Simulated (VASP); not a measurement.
# C (Cmmm) in VASP: single point with LDA

Aim: the single point of C with LDA.

Program: VASP 6.6.1. These are calculated values, not measurements. Logs are shortened: lines on timing, memory, paths and dates and some standing lists are left out, and cuts for length are marked.

## 1. The cell of the first run

The structure is orthorhombic, space group Cmmm (No. 65). The conventional cell has a = 4.049 Å, b = 8.667 Å, c = 2.486 Å, α = 90.00°, β = 90.00°, γ = 90.00°. Within 2.0 Å of C (site symmetry m) lie 4 C at 1.50 to 1.54 Å. Within 2.0 Å of C (site symmetry m) lie 4 C at 1.50 to 1.55 Å.

## 2. Single point, LDA (strain -0.0375 x Voigt [1, 0, 0, 0, 0, 0])

Input file INCAR:

```
SYSTEM = C
ALGO     = Normal         ! electronic algorithm
EDIFF    = 1E-6           ! SCF threshold, eV
ENCUT    = 1300           ! plane-wave cutoff, eV
GGA_COMPAT= .False.      
ISIF     = 2              ! what is computed and relaxed
ISMEAR   = 0              ! smearing method
LASPH    = .True.         ! aspherical terms in the spheres
LCHARG   = .False.        ! write CHGCAR
LREAL    = .False.        ! projectors in reciprocal space
LWAVE    = .False.        ! write WAVECAR
NBANDS   = 26             ! bands
NELM     = 120            ! most SCF steps
PREC     = Accurate       ! precision mode
SIGMA    = 0.05           ! smearing width, eV
```

Input file KPOINTS:

```
k-points
0
Gamma
  6 6 10
  0 0 0
```

Input file POSCAR:

```
C
1.0
    2.0244000334     -4.3337146136      0.0000000000
    2.0244000334      4.3337146136      0.0000000000
    0.0000000000      0.0000000000      2.4856616114
C
8
Direct
    0.6482879639      0.9815881366      0.0000000000
    0.3517120361      0.0184118634      0.0000000000
    0.0184118634      0.3517120361      0.0000000000
    0.9815881366      0.6482879639      0.0000000000
    0.4045540954      0.2260768148      0.5000000000
    0.5954459046      0.7739231852      0.5000000000
    0.7739231852      0.5954459046      0.5000000000
    0.2260768148      0.4045540954      0.5000000000
```

Potentials or basis: VASP PAW LDA potentials, release 64 (C_h).

Started as:

```
$ cat potpaw_LDA.64/C_h/POTCAR > POTCAR
$ mpirun -np 1 vasp_std > vasp.out
```

OUTCAR:

```text
SYSTEM = C
   EDIFF = 1E-6
   ENCUT = 1300
   ISIF = 2
   ISMEAR = 0
   LASPH = .True.
   LREAL = .False.
   NELM = 120
   PREC = Accurate

 ion  position               nearest neighbor table
   1  0.648  0.982  0.000-   3 1.50   6 1.51   6 1.51
   2  0.352  0.018  0.000-   4 1.50   5 1.51   5 1.51
   3  0.018  0.352  0.000-   1 1.50   8 1.51   8 1.51
   4  0.982  0.648  0.000-   2 1.50   7 1.51   7 1.51
   5  0.405  0.226  0.500-   7 1.50   2 1.51   2 1.51
   6  0.595  0.774  0.500-   8 1.50   1 1.51   1 1.51
   7  0.774  0.595  0.500-   5 1.50   4 1.51   4 1.51
   8  0.226  0.405  0.500-   6 1.50   3 1.51   3 1.51

  LATTYP: Found a base centered orthorhombic cell.
 ALAT       =     4.0488000668
 B/A-ratio  =     2.1407402401
 C/A-ratio  =     0.6139255015

  Lattice vectors:

 A1 = (   2.0244000334,  -4.3337146136,   0.0000000000)
 A2 = (   2.0244000334,   4.3337146136,   0.0000000000)
 A3 = (   0.0000000000,   0.0000000000,   2.4856616114)

Analysis of symmetry for initial positions (statically):
=====================================================================
 Subroutine PRICEL returns:
 Original cell was already a primitive cell.

 Routine SETGRP: Setting up the symmetry group for a
 base centered orthorhombic supercell.

 Subroutine GETGRP returns: Found  8 space group operations
 (whereof  8 operations were pure point group operations)
 out of a pool of  8 trial point group operations.

The static configuration has the point symmetry D_2h.

Analysis of symmetry for dynamics (positions and initial velocities):
=====================================================================
 Subroutine PRICEL returns:
 Original cell was already a primitive cell.

 Routine SETGRP: Setting up the symmetry group for a
 base centered orthorhombic supercell.

 Subroutine GETGRP returns: Found  8 space group operations
 (whereof  8 operations were pure point group operations)
 out of a pool of  8 trial point group operations.

The dynamic configuration has the point symmetry D_2h.

 Subroutine INISYM returns: Found  8 space group operations
 (whereof  8 operations are pure point group operations),
 and found     1 'primitive' translations

----------------------------------------------------------------------------------------

                                     Primitive cell

  volume of cell :      43.6143
[... 98 lines left out ...]
   LASPH  =      T    aspherical Exc in radial PAW
   ENCUT  = 1300.0 eV  95.55 Ry    9.77 a.u.  14.06 14.06  7.31*2*pi/ulx,y,z
   NELM   =    120;   NELMIN=  2; NELMDL= -5     # of ELM steps
   EDIFF  = 0.1E-05   stopping-criterion for ELM
   LREAL  =      F    real-space projection
[... 7 lines left out ...]
   TEBEG  =    0.0;   TEEND  =   0.0 temperature during run
   PSTRESS=    0.0 pullay stress
   NELECT =      32.0000    total number of electrons
   NUPDOWN=      -1.0000    fix difference up-down
   EMIN   =  10.00;   EMAX   =-10.00  energy-range for DOS
   EFERMI =   0.00;   METHOD = LEGACY
   ISMEAR =     0;   SIGMA  =   0.05  broadening in eV -4-tet -1-fermi 0-gaus
   EFERMI_NEDOS =   21; number of points for ismear=-14 and -15
   IALGO  =     38    algorithm
   IMIX   =      4    mixing-type and parameters
     AMIX     =   0.40;   BMIX     =  1.00
     AMIX_MAG =   1.60;   BMIX_MAG =  1.00
  volume/ion in A,a.u.               =       5.45        36.79
  Fermi-wavevector in a.u.,A,eV,Ry     =   1.476552  2.790278 29.663482  2.180204
  Thomas-Fermi vector in A             =   2.591064
   LORBIT       =      0    0 simple, 1 ext, 2 COOP (PROOUT), +10 PAW based schemes
   GGA     = CA    functional components
   LHFCALC =     F    Hartree Fock is set to
   AEXX    =    0.0000 exact exchange contribution
   IVDW    =     0    specifies the selected vdW correction
   LEPSILON=     F    determine dielectric tensor
   LRPA    =     F    only Hartree local field effects (RPA)
 non-spin polarized calculation
 Gauss-broadening in eV      SIGMA  =   0.05
  energy-cutoff  :     1300.00
  volume of cell :       43.61
 maximum number of plane-waves:      4667
   NGX = 29   NGY = 29   NGZ = 15

 number of electron      32.0000000 magnetization

 Free energy of the ion-electron system (eV)
  ---------------------------------------------------
  ext. energy  EPLUGINS =         0.00000000
  ---------------------------------------------------
  free energy    TOTEN  =       -79.66438977 eV

  energy without entropy =      -79.66438977  energy(sigma->0) =      -79.66438977

 E-fermi :  12.1898     XC(G=0): -13.7963

 val. band max:       11.8860473955   @ k =   0.5000   0.5000   0.0000
 cond. band min:      14.6581898274   @ k =   0.5000   0.5000   0.3000
 fundamental gap:      2.7721424318
 Fermi energy:        12.1897942717

 k-point     1 :       0.0000    0.0000    0.0000
  band No.  band energies     occupation
      1     -10.5804      2.00000
      2      -5.2465      2.00000
      3      -4.2915      2.00000
      4      -3.0505      2.00000
      5      -2.4423      2.00000
      6      -1.2321      2.00000
[... 685 lines left out ...]
     25      22.0884      0.00000
     26      22.4989      0.00000

 [... further k-points ...]

------------------------ aborting loop because EDIFF is reached ----------------------------------------

  FORCE on cell =-STRESS in cart. coord.  units (eV):
  Direction    XX          YY          ZZ          XY          YZ          ZX
  --------------------------------------------------------------------------------------
  -------------------------------------------------------------------------------------
  Total       14.7427430      0.9607347      0.6622915      0.0000000      0.0000000      0.0000000
  in kB      541.5770251     35.2927447     24.3293825      0.0000000      0.0000000      0.0000000
  external PRESSURE =     200.3997174 kB  Pullay stress =       0.0000000 kB

 VOLUME and BASIS-vectors are now :
 -----------------------------------------------------------------------------
  energy-cutoff  :     1300.00
  volume of cell :       43.61
      direct lattice vectors                 reciprocal lattice vectors
     2.024400033 -4.333714614  0.000000000     0.246986757 -0.115374464  0.000000000
     2.024400033  4.333714614  0.000000000     0.246986757  0.115374464  0.000000000
     0.000000000  0.000000000  2.485661611     0.000000000  0.000000000  0.402307376

 POSITION                                       TOTAL-FORCE (eV/Angst)
 -----------------------------------------------------------------------------------
      3.29952      1.44443      0.00000        -0.212527      0.113938      0.000000
      0.74928     -1.44443      0.00000         0.212527     -0.113938      0.000000
      0.74928      1.44443      0.00000         0.212527      0.113938      0.000000
      3.29952     -1.44443      0.00000        -0.212527     -0.113938      0.000000
      1.27665     -0.77347      1.24283        -0.674157      0.084348      0.000000
      2.77215      0.77347      1.24283         0.674157     -0.084348      0.000000
      2.77215     -0.77347      1.24283         0.674157      0.084348      0.000000
      1.27665      0.77347      1.24283        -0.674157     -0.084348     -0.000000
 -----------------------------------------------------------------------------------
    total drift:                                0.000000      0.000000      0.000000

  FREE ENERGIE OF THE ION-ELECTRON SYSTEM (eV)
  ---------------------------------------------------
  free  energy   TOTEN  =       -79.6643897650 eV

  energy  without entropy=      -79.6643897650  energy(sigma->0) =      -79.66438977
```

OSZICAR:

```text
N       E                     dE             d eps       ncg     rms          rms(c)
DAV:   1     0.168237282652E+03    0.16824E+03   -0.29967E+04  4056   0.252E+03
DAV:   2    -0.690710515151E+02   -0.23731E+03   -0.21566E+03  5398   0.351E+02
DAV:   3    -0.832274893939E+02   -0.14156E+02   -0.13951E+02  5478   0.764E+01
DAV:   4    -0.834407107040E+02   -0.21322E+00   -0.21230E+00  5310   0.949E+00
DAV:   5    -0.834454571085E+02   -0.47464E-02   -0.47357E-02  5394   0.137E+00    0.106E+01
DAV:   6    -0.806315295527E+02    0.28139E+01   -0.19187E+00  4816   0.754E+00    0.564E+00
DAV:   7    -0.796643368570E+02    0.96719E+00   -0.21101E+00  4948   0.791E+00    0.773E-01
DAV:   8    -0.796644567497E+02   -0.11989E-03   -0.58115E-02  5438   0.167E+00    0.251E-01
DAV:   9    -0.796644052035E+02    0.51546E-04   -0.28522E-03  5172   0.376E-01    0.502E-02
DAV:  10    -0.796643894784E+02    0.15725E-04   -0.25426E-04  5274   0.103E-01    0.146E-02
DAV:  11    -0.796643895529E+02   -0.74529E-07   -0.12783E-05  5298   0.241E-02    0.499E-03
DAV:  12    -0.796643897650E+02   -0.21213E-06   -0.10872E-06  3840   0.735E-03
   1 F= -.79664390E+02 E0= -.79664390E+02  d E =-.735382E-20
```

stdout:

```text
POSCAR found type information on POSCAR C
 POSCAR found :  1 types and       8 ions
 scaLAPACK will be used
 LDA part: xc-table for (Slater(with rela. corr.)+CA(PZ))
 , standard interpolation
 POSCAR, INCAR and KPOINTS ok, starting setup
 FFT: planning ... GRIDC
 FFT: planning ... GRID_SOFT
 FFT: planning ... GRID
 WAVECAR not read
 entering main loop
```

Run time: 3.7 min. Hardware: 1 thread of Intel Xeon Platinum 8375C at 2.90GHz (Ice Lake), shared host; peak memory 0.38 GiB.

Results:

```yaml
Free_energy: -79.6644 eV
Pressure: 20.0 GPa
Largest_force: 0.679 eV/Å
Band_gap_on_the_k_mesh: 2.77 eV (least direct gap 4.51 eV)
```

Forces in eV/Å, atoms in the order of the input:
```
C   -0.213  0.114  0.000
C    0.213 -0.114  0.000
C    0.213  0.114  0.000
C   -0.213 -0.114  0.000
C   -0.674  0.084  0.000
C    0.674 -0.084  0.000
C    0.674  0.084  0.000
C   -0.674 -0.084  0.000
```

Stress tensor (GPa, compression positive):
```
54.16  0.00  0.00
 0.00  3.53  0.00
 0.00  0.00  2.43
```

Caveat: the cell differs from its parent crystal (strain -0.0375 x Voigt [1, 0, 0, 0, 0, 0]); the stress differs along the axes, from 2 to 54 GPa.
